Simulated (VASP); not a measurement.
# Eu (Fm-3m) in VASP: single point with PBE

Aim: the single point of Eu with PBE.

All numbers are computed with VASP 6.6.1; they aren't measurements. Logs are shortened: lines on timing, memory, paths and dates and some standing lists are left out, and cuts for length are marked.

## 1. The cell of the first run

It takes space group Fm-3m (No. 225, cubic). The conventional cell has a = 5.488 Å, b = 5.488 Å, c = 5.488 Å, α = 90.00°, β = 90.00°, γ = 90.00°. Eu (site symmetry m-3m) has 12 Eu at 3.88 Å within 5.1 Å.

This isn't the form of Eu at room conditions, which is bcc.

## 2. Single point, PBE, collinear spin, ferromagnetic start

The input, POSCAR:

```
Eu
1.0
    0.0000000000      2.7441779308      2.7441779308
    2.7441779308      0.0000000000      2.7441779308
    2.7441779308      2.7441779308      0.0000000000
Eu
1
Direct
    0.0000000000      0.0000000000      0.0000000000
```

The input, INCAR.step1:

```
SYSTEM = Eu
ALGO     = Fast           ! electronic algorithm
EDIFF    = 1E-6           ! SCF threshold, eV
ENCUT    = 520            ! plane-wave cutoff, eV
GGA      = PE             ! functional
ISIF     = 2              ! what is computed and relaxed
ISMEAR   = 0              ! smearing method
ISPIN    = 2              ! spin polarisation
LASPH    = .TRUE.         ! aspherical terms in the spheres
LCHARG   = .TRUE.         ! write CHGCAR
LMAXMIX  = 6              ! l up to which the mixer works
LREAL    = .FALSE.        ! projectors in reciprocal space
LWAVE    = .FALSE.        ! write WAVECAR
MAGMOM   = 7.93           ! initial moments
NBANDS   = 18             ! bands
NELM     = 150            ! most SCF steps
PREC     = Accurate       ! precision mode
SIGMA    = 0.05           ! smearing width, eV
```

The input, KPOINTS.step1:

```
k-points
0
G
  12 12 12
  0 0 0
```

The input, INCAR.step2:

```
SYSTEM = Eu
ALGO     = Fast           ! electronic algorithm
EDIFF    = 1E-6           ! SCF threshold, eV
ENCUT    = 520            ! plane-wave cutoff, eV
GGA      = PE             ! functional
ICHARG   = 11             ! starting density
ISIF     = 2              ! what is computed and relaxed
ISMEAR   = -5             ! smearing method
ISPIN    = 2              ! spin polarisation
LASPH    = .TRUE.         ! aspherical terms in the spheres
LCHARG   = .FALSE.        ! write CHGCAR
LMAXMIX  = 6              ! l up to which the mixer works
LORBIT   = 11             ! projections on sites
LREAL    = .FALSE.        ! projectors in reciprocal space
LWAVE    = .FALSE.        ! write WAVECAR
MAGMOM   = 7.93           ! initial moments
NEDOS    = 2001           ! points of the DOS
NELM     = 150            ! most SCF steps
PREC     = Accurate       ! precision mode
SIGMA    = 0.05           ! smearing width, eV
```

The input, KPOINTS.step2:

```
k-points
0
G
  18 18 18
  0 0 0
```

Potentials or basis: VASP PAW PBE potentials, release 64 (Eu).

On the command line:

```sh
cat potpaw_PBE.64/Eu/POTCAR > POTCAR
cp INCAR.step1 INCAR
cp KPOINTS.step1 KPOINTS
mpirun -np 1 vasp_std > vasp.out
cp INCAR.step2 INCAR
cp KPOINTS.step2 KPOINTS
mpirun -np 1 vasp_std > vasp.out
```

OUTCAR:

```text
SYSTEM = Eu
   EDIFF = 1E-6
   ENCUT = 520
   GGA = PE
   ICHARG = 11
   ISIF = 2
   ISMEAR = -5
   ISPIN = 2
   LASPH = .TRUE.
   LORBIT = 11
   LREAL = .FALSE.
   NELM = 150
   PREC = Accurate

 ion  position               nearest neighbor table
   1  0.000  0.000  0.000-

  LATTYP: Found a face centered cubic cell.
 ALAT       =     5.4883558616

  Lattice vectors:

 A1 = (   0.0000000000,   2.7441779308,   2.7441779308)
 A2 = (   2.7441779308,   0.0000000000,   2.7441779308)
 A3 = (   2.7441779308,   2.7441779308,   0.0000000000)

Analysis of symmetry for initial positions (statically):
=====================================================================
 Subroutine PRICEL returns:
 Original cell was already a primitive cell.

 Routine SETGRP: Setting up the symmetry group for a
 face centered cubic supercell.

 Subroutine GETGRP returns: Found 48 space group operations
 (whereof 48 operations were pure point group operations)
 out of a pool of 48 trial point group operations.

The static configuration has the point symmetry O_h .

Analysis of symmetry for dynamics (positions and initial velocities):
=====================================================================
 Subroutine PRICEL returns:
 Original cell was already a primitive cell.

 Routine SETGRP: Setting up the symmetry group for a
 face centered cubic supercell.

 Subroutine GETGRP returns: Found 48 space group operations
 (whereof 48 operations were pure point group operations)
 out of a pool of 48 trial point group operations.

The dynamic configuration has the point symmetry O_h .

Analysis of structural, dynamic, and magnetic symmetry:
=====================================================================
 Subroutine PRICEL returns:
 Original cell was already a primitive cell.

 Routine SETGRP: Setting up the symmetry group for a
 face centered cubic supercell.

 Subroutine GETGRP returns: Found 48 space group operations
 (whereof 48 operations were pure point group operations)
 out of a pool of 48 trial point group operations.

The overall configuration has the point symmetry O_h .

 Subroutine INISYM returns: Found 48 space group operations
 (whereof 48 operations are pure point group operations),
 and found     1 'primitive' translations

----------------------------------------------------------------------------------------

                                     Primitive cell

  volume of cell :      41.3301

  direct lattice vectors                    reciprocal lattice vectors
     0.000000000  2.744177931  2.744177931    -0.182203929  0.182203929  0.182203929
     2.744177931  0.000000000  2.744177931     0.182203929 -0.182203929  0.182203929
     2.744177931  2.744177931  0.000000000     0.182203929  0.182203929 -0.182203929

  length of vectors
     3.880853647  3.880853647  3.880853647     0.315586462  0.315586462  0.315586462

  position of ions in fractional coordinates (direct lattice)
     0.000000000  0.000000000  0.000000000

  ion indices of the primitive-cell ions
   primitive index   ion index
                 1           1

----------------------------------------------------------------------------------------

 KPOINTS: k-points

Automatic generation of k-mesh.
 Grid dimensions read from file:
 generate k-points for:   18   18   18

 Generating k-lattice:

  Cartesian coordinates                     Fractional coordinates (reciprocal lattice)
    -0.010122440  0.010122440  0.010122440     0.055555556  0.000000000  0.000000000
     0.010122440 -0.010122440  0.010122440     0.000000000  0.055555556  0.000000000
     0.010122440  0.010122440 -0.010122440     0.000000000  0.000000000  0.055555556

  Length of vectors
     0.017532581  0.017532581  0.017532581

  Shift w.r.t. Gamma in fractional coordinates (k-lattice)
     0.000000000  0.000000000  0.000000000

 TETIRR: Found    806 inequivalent tetrahedra from    34992

 Subroutine IBZKPT returns following result:
 ===========================================

 Found    195 irreducible k-points:

 Following reciprocal coordinates:
            Coordinates               Weight
  0.000000  0.000000  0.000000      1.000000
  0.055556  0.000000  0.000000      8.000000
  0.111111  0.000000  0.000000      8.000000
  0.166667  0.000000  0.000000      8.000000
  0.222222  0.000000  0.000000      8.000000
  0.277778  0.000000  0.000000      8.000000
[... 16 lines left out ...]
 -0.277778  0.055556  0.000000     24.000000
 -0.222222  0.055556  0.000000     24.000000
 [... further k-points ...]
   k-points           NKPTS =    195   k-points in BZ     NKDIM =    195   number of bands    NBANDS=     16
   number of dos      NEDOS =   2001   number of ions     NIONS =      1
   total plane-waves  NPLWV =  27000
   dimension x,y,z NGX =    30 NGY =   30 NGZ =   30
   dimension x,y,z NGXF=    60 NGYF=   60 NGZF=   60
   ions per type =               1
   NGX,Y,Z   is equivalent  to a cutoff of  12.85, 12.85, 12.85 a.u.
   NGXF,Y,Z  is equivalent  to a cutoff of  25.70, 25.70, 25.70 a.u.
 SYSTEM =  Eu
   PREC   = accura    normal or accurate (medium, high low for compatibility)
   ISTART =      0    job   : 0-new  1-cont  2-samecut
   ICHARG =     11    charge: 1-file 2-atom 10-const
   ISPIN  =      2    spin polarized calculation?
   LNONCOLLINEAR =      F non collinear calculations
   LSORBIT =      F    spin-orbit coupling
   LASPH  =      T    aspherical Exc in radial PAW
   ENCUT  =  520.0 eV  38.22 Ry    6.18 a.u.   7.22  7.22  7.22*2*pi/ulx,y,z
   NELM   =    150;   NELMIN=  2; NELMDL=  0     # of ELM steps
   EDIFF  = 0.1E-05   stopping-criterion for ELM
   LREAL  =      F    real-space projection
   EDIFFG = 0.1E-04   stopping-criterion for IOM
   NSW    =      0    number of steps for IOM
   IBRION =     -1    ionic relax: 0-MD 1-quasi-New 2-CG
   NFREE  =      0    steps in history (QN), initial steepest desc. (CG)
   ISIF   =      2    stress and relaxation
   ISYM   =      2    0-nonsym 1-usesym 2-fastsym
   POTIM  = 0.5000    time-step for ionic-motion
   TEBEG  =    0.0;   TEEND  =   0.0 temperature during run
   PSTRESS=    0.0 pullay stress
   NELECT =      17.0000    total number of electrons
   NUPDOWN=      -1.0000    fix difference up-down
   EMIN   =  10.00;   EMAX   =-10.00  energy-range for DOS
   EFERMI =   0.00;   METHOD = LEGACY
   ISMEAR =    -5;   SIGMA  =   0.05  broadening in eV -4-tet -1-fermi 0-gaus
   EFERMI_NEDOS =   21; number of points for ismear=-14 and -15
   IALGO  =     68    algorithm
   IMIX   =      4    mixing-type and parameters
     AMIX     =   0.40;   BMIX     =  1.00
     AMIX_MAG =   1.60;   BMIX_MAG =  1.00
  volume/ion in A,a.u.               =      41.33       278.91
  Fermi-wavevector in a.u.,A,eV,Ry     =   1.217500  2.300741 20.167992  1.482306
  Thomas-Fermi vector in A             =   2.352818
   LORBIT       =     11    0 simple, 1 ext, 2 COOP (PROOUT), +10 PAW based schemes
   GGA     = PE    functional components
   LHFCALC =     F    Hartree Fock is set to
   AEXX    =    0.0000 exact exchange contribution
   IVDW    =     0    specifies the selected vdW correction
   LEPSILON=     F    determine dielectric tensor
   LRPA    =     F    only Hartree local field effects (RPA)
 spin polarized calculation
 RMM-DIIS sequential band-by-band and
 Fermi weights with tetrahedron method with Bloechl corrections
  energy-cutoff  :      520.00
  volume of cell :       41.33
 maximum number of plane-waves:      1139
 NGX is ok and might be reduce to    30

 number of electron      16.9999995 magnetization       7.5621366

 Free energy of the ion-electron system (eV)
  ---------------------------------------------------
  ext. energy  EPLUGINS =         0.00000000
  ---------------------------------------------------
  free energy    TOTEN  =       -11.46170149 eV

  energy without entropy =      -11.46170149  energy(sigma->0) =      -11.46170149

 E-fermi :   2.1137     XC(G=0):  -8.8765

 val. band max:        2.1180611394   @ k =  -0.2778   0.2778   0.0000
 cond. band min:       2.1111866360   @ k =  -0.3889   0.2778   0.1111
 fundamental gap:     -0.0068745033
 Fermi energy:         2.1137270811

 spin component 1

 k-point     1 :       0.0000    0.0000    0.0000
  band No.  band energies     occupation
      1     -39.4587      1.00000
      2     -18.0064      1.00000
      3     -18.0064      1.00000
      4     -18.0064      1.00000
      5      -2.3464      1.00000
      6       1.5576      1.00000
[... 8 lines left out ...]
     15       3.9041      0.00000
     16       5.8713      0.00000
[... 419 lines left out ...]
 k-point    24 :      -0.2222    0.0556    0.0000
  band No.  band energies     occupation
      1     -39.4415      1.00000
      2     -18.2368      1.00000
      3     -18.0520      1.00000
      4     -18.0314      1.00000
      5      -1.1320      1.00000
      6       1.5582      1.00000
[... 8 lines left out ...]
     15       4.2566      0.00000
     16       5.5281      0.00000

 [... further k-points ...]

 spin component 2

 k-point     1 :       0.0000    0.0000    0.0000
  band No.  band energies     occupation
      1     -36.2956      1.00000
      2     -15.6212      1.00000
      3     -15.6212      1.00000
      4     -15.6212      1.00000
      5      -1.3010      1.00000
      6       5.1017      0.00000
[... 8 lines left out ...]
     15       6.7397      0.00000
     16       7.1177      0.00000
[... 419 lines left out ...]
 k-point    24 :      -0.2222    0.0556    0.0000
  band No.  band energies     occupation
      1     -36.2736      1.00000
      2     -15.9057      1.00000
      3     -15.6763      1.00000
      4     -15.6508      1.00000
      5      -0.0407      1.00000
      6       3.9450      0.00000
[... 8 lines left out ...]
     15       6.7637      0.00000
     16       7.2037      0.00000

 [... further k-points ...]

------------------------ aborting loop because EDIFF is reached ----------------------------------------

  FORCE on cell =-STRESS in cart. coord.  units (eV):
  Direction    XX          YY          ZZ          XY          YZ          ZX
  --------------------------------------------------------------------------------------
  -------------------------------------------------------------------------------------
  Total       -0.1155080     -0.1155080     -0.1155080      0.0000000     -0.0000000      0.0000000
  in kB       -4.4777070     -4.4777070     -4.4777070      0.0000000     -0.0000000      0.0000000
  external PRESSURE =      -4.4777070 kB  Pullay stress =       0.0000000 kB

 VOLUME and BASIS-vectors are now :
 -----------------------------------------------------------------------------
  energy-cutoff  :      520.00
  volume of cell :       41.33
      direct lattice vectors                 reciprocal lattice vectors
     0.000000000  2.744177931  2.744177931    -0.182203929  0.182203929  0.182203929
     2.744177931  0.000000000  2.744177931     0.182203929 -0.182203929  0.182203929
     2.744177931  2.744177931  0.000000000     0.182203929  0.182203929 -0.182203929

 POSITION                                       TOTAL-FORCE (eV/Angst)
 -----------------------------------------------------------------------------------
      0.00000      0.00000      0.00000         0.000000      0.000000      0.000000
 -----------------------------------------------------------------------------------
    total drift:                               -0.000000     -0.000000     -0.000000

  FREE ENERGIE OF THE ION-ELECTRON SYSTEM (eV)
  ---------------------------------------------------
  free  energy   TOTEN  =       -11.4617014874 eV

  energy  without entropy=      -11.4617014874  energy(sigma->0) =      -11.46170149

 total charge

# of ion       s       p       d       f       tot
--------------------------------------------------
    1        2.085   5.706   0.324   6.617  14.732

 magnetization (x)

# of ion       s       p       d       f       tot
--------------------------------------------------
    1       -0.000  -0.087   0.192   6.615   6.719
```

Wall time 15 min (1 thread of Oxide Virtual Turin-like, shared host); peak memory 0.32 GiB.

What came out:

```
Net moment                                            : 7.56 μB per cell
Site moments                                          : Eu +6.72 μB
Valence electrons inside the program's atomic spheres : Eu 14.73
```

Caveat: spin-orbit coupling is left out, which moves the levels of the heavy elements; semilocal functionals describe open f shells poorly, which spoils levels, moments and volumes.
